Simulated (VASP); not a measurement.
# AlCd2 (Fd-3m) in VASP: notebook

AlCd2 is run at these levels: PBE; tasks: relaxation of cell and atoms.

All numbers are computed with VASP 6.6.1; they aren't measurements. Logs are shortened: lines on timing, memory, paths and dates and some standing lists are left out, and cuts for length are marked.

### 1 The cell of the first run

Symmetry: Fd-3m, No. 227, cubic system. The conventional cell has a = 7.971 Å, b = 7.971 Å, c = 7.971 Å, α = 90.00°, β = 90.00°, γ = 90.00°. Within 4.3 Å of Al (site symmetry -43m) lie 12 Cd at 3.30 Å and 4 Al at 3.45 Å. Cd (site symmetry -3m) has 6 Cd at 2.82 Å and 6 Al at 3.30 Å within 3.7 Å.

### 2 Relaxation of cell and atoms, PBE

INCAR

```
SYSTEM = AlCd2
  ALGO = Fast
  EDIFF = 1E-7
  EDIFFG = -0.04
  ENCUT = 600
  GGA = PE
  IBRION = 2
  ISIF = 3
  ISMEAR = 0
  LASPH = .True.
  LCHARG = .False.
  LREAL = .False.
  LWAVE = .False.
  NELM = 80
  NSW = 90
  PREC = Accurate
  SIGMA = 0.1
```

KPOINTS

```
k-points
0
Gamma
  4 4 4
  0 0 0
```

POSCAR

```
AlCd2
1.0
    0.0000000000      3.9853497650      3.9853497650
    3.9853497650      0.0000000000      3.9853497650
    3.9853497650      3.9853497650      0.0000000000
Al Cd
2 4
Direct
    0.0000000000      0.0000000000      0.0000000000
    0.2500000000      0.2500000000      0.2500000000
    0.6250000000      0.6250000000      0.6250000000
    0.1250000000      0.6250000000      0.6250000000
    0.6250000000      0.6250000000      0.1250000000
    0.6250000000      0.1250000000      0.6250000000
```

Potentials or basis: VASP PAW PBE potentials, release 64 (Al, Cd).

On the command line:

```bash
> cat potpaw_PBE.64/Al/POTCAR potpaw_PBE.64/Cd/POTCAR > POTCAR
> mpirun -np 1 vasp_std > vasp.out
```

OUTCAR:

```text
SYSTEM = AlCd2
   EDIFF = 1E-7
   EDIFFG = -0.04
   ENCUT = 600
   GGA = PE
   IBRION = 2
   ISIF = 3
   ISMEAR = 0
   LASPH = .True.
   LREAL = .False.
   NELM = 80
   NSW = 90
   PREC = Accurate

 ion  position               nearest neighbor table
   1  0.000  0.000  0.000-   3 3.30   5 3.30   6 3.30   3 3.30   4 3.30   5 3.30   3 3.30   4 3.30
                             6 3.30   4 3.30   5 3.30   6 3.30
   2  0.250  0.250  0.250-   4 3.30   5 3.30   6 3.30   3 3.30   4 3.30   6 3.30   3 3.30   4 3.30
                             5 3.30   3 3.30   5 3.30   6 3.30
   3  0.625  0.625  0.625-   4 2.82   5 2.82   6 2.82   5 2.82   6 2.82   4 2.82   1 3.30   2 3.30
                             1 3.30   2 3.30   1 3.30   2 3.30
   4  0.125  0.625  0.625-   3 2.82   5 2.82   6 2.82   3 2.82   5 2.82   6 2.82   2 3.30   1 3.30
                             1 3.30   2 3.30   2 3.30   1 3.30
   5  0.625  0.625  0.125-   3 2.82   3 2.82   4 2.82   6 2.82   6 2.82   4 2.82   1 3.30   2 3.30
                             1 3.30   2 3.30   1 3.30   2 3.30
   6  0.625  0.125  0.625-   3 2.82   5 2.82   3 2.82   4 2.82   5 2.82   4 2.82   2 3.30   1 3.30
                             2 3.30   2 3.30   1 3.30   1 3.30

  LATTYP: Found a face centered cubic cell.
 ALAT       =     7.9706995300

  Lattice vectors:

 A1 = (   0.0000000000,   3.9853497650,   3.9853497650)
 A2 = (   3.9853497650,   0.0000000000,   3.9853497650)
 A3 = (   3.9853497650,   3.9853497650,   0.0000000000)

Analysis of symmetry for initial positions (statically):
=====================================================================
 Subroutine PRICEL returns:
 Original cell was already a primitive cell.

 Routine SETGRP: Setting up the symmetry group for a
 face centered cubic supercell.

 Subroutine GETGRP returns: Found 48 space group operations
 (whereof 24 operations were pure point group operations)
 out of a pool of 48 trial point group operations.

The static configuration has the point symmetry T_d .
 The point group associated with its full space group is O_h .

Analysis of symmetry for dynamics (positions and initial velocities):
=====================================================================
 Subroutine PRICEL returns:
 Original cell was already a primitive cell.

 Routine SETGRP: Setting up the symmetry group for a
 face centered cubic supercell.

 Subroutine GETGRP returns: Found 48 space group operations
 (whereof 24 operations were pure point group operations)
 out of a pool of 48 trial point group operations.

The dynamic configuration has the point symmetry T_d .
 The point group associated with its full space group is O_h .

 Subroutine INISYM returns: Found 48 space group operations
 (whereof 24 operations are pure point group operations),
 and found     1 'primitive' translations

----------------------------------------------------------------------------------------

                                     Primitive cell

  volume of cell :     126.5987

  direct lattice vectors                    reciprocal lattice vectors
     0.000000000  3.985349765  3.985349765    -0.125459503  0.125459503  0.125459503
     3.985349765  0.000000000  3.985349765     0.125459503 -0.125459503  0.125459503
     3.985349765  3.985349765  0.000000000     0.125459503  0.125459503 -0.125459503

  length of vectors
     5.636135688  5.636135688  5.636135688     0.217302233  0.217302233  0.217302233

  position of ions in fractional coordinates (direct lattice)
     0.000000000  0.000000000  0.000000000
     0.250000000  0.250000000  0.250000000
     0.625000000  0.625000000  0.625000000
     0.125000000  0.625000000  0.625000000
     0.625000000  0.625000000  0.125000000
     0.625000000  0.125000000  0.625000000

  ion indices of the primitive-cell ions
   primitive index   ion index
                 1           1
                 2           2
                 3           3
                 4           4
                 5           5
                 6           6

----------------------------------------------------------------------------------------

 KPOINTS: k-points

Automatic generation of k-mesh.
 Grid dimensions read from file:
 generate k-points for:    4    4    4

 Generating k-lattice:

  Cartesian coordinates                     Fractional coordinates (reciprocal lattice)
    -0.031364876  0.031364876  0.031364876     0.250000000  0.000000000  0.000000000
     0.031364876 -0.031364876  0.031364876     0.000000000  0.250000000  0.000000000
     0.031364876  0.031364876 -0.031364876     0.000000000  0.000000000  0.250000000

  Length of vectors
     0.054325558  0.054325558  0.054325558

  Shift w.r.t. Gamma in fractional coordinates (k-lattice)
     0.000000000  0.000000000  0.000000000

 Subroutine IBZKPT returns following result:
 ===========================================

 Found      8 irreducible k-points:

 Following reciprocal coordinates:
            Coordinates               Weight
  0.000000  0.000000  0.000000      1.000000
  0.250000  0.000000  0.000000      8.000000
  0.500000  0.000000  0.000000      4.000000
  0.250000  0.250000  0.000000      6.000000
  0.500000  0.250000  0.000000     24.000000
 -0.250000  0.250000  0.000000     12.000000
  0.500000  0.500000  0.000000      3.000000
 -0.250000  0.500000  0.250000      6.000000
   k-points           NKPTS =      8   k-points in BZ     NKDIM =      8   number of bands    NBANDS=     32
   number of dos      NEDOS =    301   number of ions     NIONS =      6
   total plane-waves  NPLWV = 110592
   dimension x,y,z NGX =    48 NGY =   48 NGZ =   48
   dimension x,y,z NGXF=    96 NGYF=   96 NGZF=   96
   ions per type =               2   4
   NGX,Y,Z   is equivalent  to a cutoff of  14.16, 14.16, 14.16 a.u.
   NGXF,Y,Z  is equivalent  to a cutoff of  28.32, 28.32, 28.32 a.u.
 SYSTEM =  AlCd2
   PREC   = accura    normal or accurate (medium, high low for compatibility)
   ISTART =      0    job   : 0-new  1-cont  2-samecut
   ICHARG =      2    charge: 1-file 2-atom 10-const
   ISPIN  =      1    spin polarized calculation?
   LNONCOLLINEAR =      F non collinear calculations
   LSORBIT =      F    spin-orbit coupling
   LASPH  =      T    aspherical Exc in radial PAW
   ENCUT  =  600.0 eV  44.10 Ry    6.64 a.u.  11.26 11.26 11.26*2*pi/ulx,y,z
   NELM   =     80;   NELMIN=  2; NELMDL= -5     # of ELM steps
   EDIFF  = 0.1E-06   stopping-criterion for ELM
   LREAL  =      F    real-space projection
   EDIFFG = -.4E-01   stopping-criterion for IOM
   NSW    =     90    number of steps for IOM
   IBRION =      2    ionic relax: 0-MD 1-quasi-New 2-CG
   NFREE  =      1    steps in history (QN), initial steepest desc. (CG)
   ISIF   =      3    stress and relaxation
   ISYM   =      2    0-nonsym 1-usesym 2-fastsym
   POTIM  = 0.5000    time-step for ionic-motion
   TEBEG  =    0.0;   TEEND  =   0.0 temperature during run
   PSTRESS=    0.0 pullay stress
   NELECT =      54.0000    total number of electrons
   NUPDOWN=      -1.0000    fix difference up-down
   EMIN   =  10.00;   EMAX   =-10.00  energy-range for DOS
   EFERMI =   0.00;   METHOD = LEGACY
   ISMEAR =     0;   SIGMA  =   0.10  broadening in eV -4-tet -1-fermi 0-gaus
   EFERMI_NEDOS =   21; number of points for ismear=-14 and -15
   IALGO  =     68    algorithm
   IMIX   =      4    mixing-type and parameters
     AMIX     =   0.40;   BMIX     =  1.00
     AMIX_MAG =   1.60;   BMIX_MAG =  1.00
  volume/ion in A,a.u.               =      21.10       142.39
  Fermi-wavevector in a.u.,A,eV,Ry     =   1.232337  2.328780 20.662563  1.518656
  Thomas-Fermi vector in A             =   2.367112
   LORBIT       =      0    0 simple, 1 ext, 2 COOP (PROOUT), +10 PAW based schemes
   GGA     = PE    functional components
   LHFCALC =     F    Hartree Fock is set to
   AEXX    =    0.0000 exact exchange contribution
   IVDW    =     0    specifies the selected vdW correction
   LEPSILON=     F    determine dielectric tensor
   LRPA    =     F    only Hartree local field effects (RPA)
 conjugate gradient relaxation of ions
 non-spin polarized calculation
 RMM-DIIS sequential band-by-band and
 Gauss-broadening in eV      SIGMA  =   0.10
  energy-cutoff  :      600.00
  volume of cell :      126.60
 maximum number of plane-waves:      4279
 NGX is ok and might be reduce to    48
   NGX = 23   NGY = 23   NGZ = 23

--------------------------------------- Ionic step        1  -------------------------------------------

 number of electron      54.0000008 magnetization

 Free energy of the ion-electron system (eV)
  ---------------------------------------------------
  ext. energy  EPLUGINS =         0.00000000
  ---------------------------------------------------
  free energy    TOTEN  =        -8.38090292 eV

  energy without entropy =       -8.34622361  energy(sigma->0) =       -8.36356327

------------------------ aborting loop because EDIFF is reached ----------------------------------------

  FORCE on cell =-STRESS in cart. coord.  units (eV):
  Direction    XX          YY          ZZ          XY          YZ          ZX
  --------------------------------------------------------------------------------------
  -------------------------------------------------------------------------------------
  Total        3.8162559      3.8162559      3.8162559      0.0000000      0.0000000     -0.0000000
  in kB       48.2968433     48.2968433     48.2968433      0.0000000      0.0000000     -0.0000000
  external PRESSURE =      48.2968433 kB  Pullay stress =       0.0000000 kB
[... 65 lines left out ...]
  energy  without entropy=       -8.5581139859  energy(sigma->0) =       -8.56768132

--------------------------------------- Ionic step        3  -------------------------------------------

 number of electron      53.9999997 magnetization

 Free energy of the ion-electron system (eV)
  ---------------------------------------------------
  ext. energy  EPLUGINS =         0.00000000
  ---------------------------------------------------
  free energy    TOTEN  =        -8.58130450 eV

  energy without entropy =       -8.56440491  energy(sigma->0) =       -8.57285471

 E-fermi :   3.1302     XC(G=0): -10.0417

 val. band max:        3.0067371299   @ k =   0.2500   0.0000   0.0000
 cond. band min:       3.1958317879   @ k =   0.5000   0.2500   0.0000
 fundamental gap:      0.1890946579
 Fermi energy:         3.1302134937

 k-point     1 :       0.0000    0.0000    0.0000
  band No.  band energies     occupation
      1      -7.1377      2.00000
      2      -6.5268      2.00000
      3      -6.5268      2.00000
      4      -6.5268      2.00000
      5      -6.3523      2.00000
      6      -6.3523      2.00000
[... 302 lines left out ...]
  FREE ENERGIE OF THE ION-ELECTRON SYSTEM (eV)
  ---------------------------------------------------
  free  energy   TOTEN  =        -8.5813045007 eV

  energy  without entropy=       -8.5644049103  energy(sigma->0) =       -8.57285471

 reached required accuracy - stopping structural energy minimisation
```

It took 2.2 min on 1 thread of AMD EPYC 9R45 (Zen 5), shared host; peak memory 0.31 GiB.

Results:

```
Free energy                           : -8.5813 eV
Relaxed volume                        : 23.48 Å³/atom
Relaxed cell                          : a = 5.841 Å, b = 5.841 Å, c = 5.841 Å, α = 60.00°, β = 60.00°, γ = 60.00°
Space group after relaxing (to 0.1 Å) : Fd-3m (No. 227)
Energy gained by relaxing             : 33.4 meV/atom
Ionic steps                           : 3
Pressure after relaxing               : 0.0 GPa
Band gap on the k mesh                : zero (bands 27 and 28 overlap by 3.71 eV)
```

Step by step:
```csv
step,energy change (eV),largest force (eV/Å),pressure (GPa),volume (Å³)
1,0.0000,0.0000,4.83,126.60
2,-0.1963,0.0000,0.62,138.61
3,-0.2004,0.0000,-0.04,140.88
```

Final structure:
```cif
data_structure
_symmetry_space_group_name_H-M 'P 1'
_symmetry_Int_Tables_number 1
_cell_length_a 5.8405
_cell_length_b 5.8405
_cell_length_c 5.8405
_cell_angle_alpha 60.000
_cell_angle_beta 60.000
_cell_angle_gamma 60.000
_cell_volume 140.88
loop_
_atom_site_label
_atom_site_type_symbol
_atom_site_fract_x
_atom_site_fract_y
_atom_site_fract_z
_atom_site_occupancy
Al1 Al 0.00000 0.00000 0.00000 1
Al2 Al 0.25000 0.25000 0.25000 1
Cd1 Cd 0.62500 0.62500 0.62500 1
Cd2 Cd 0.12500 0.62500 0.62500 1
Cd3 Cd 0.62500 0.62500 0.12500 1
Cd4 Cd 0.62500 0.12500 0.62500 1
```

(Continued in part 2 of 2.)

The gap in the log of VASP goes by the Fermi energy; the results here count the filled bands.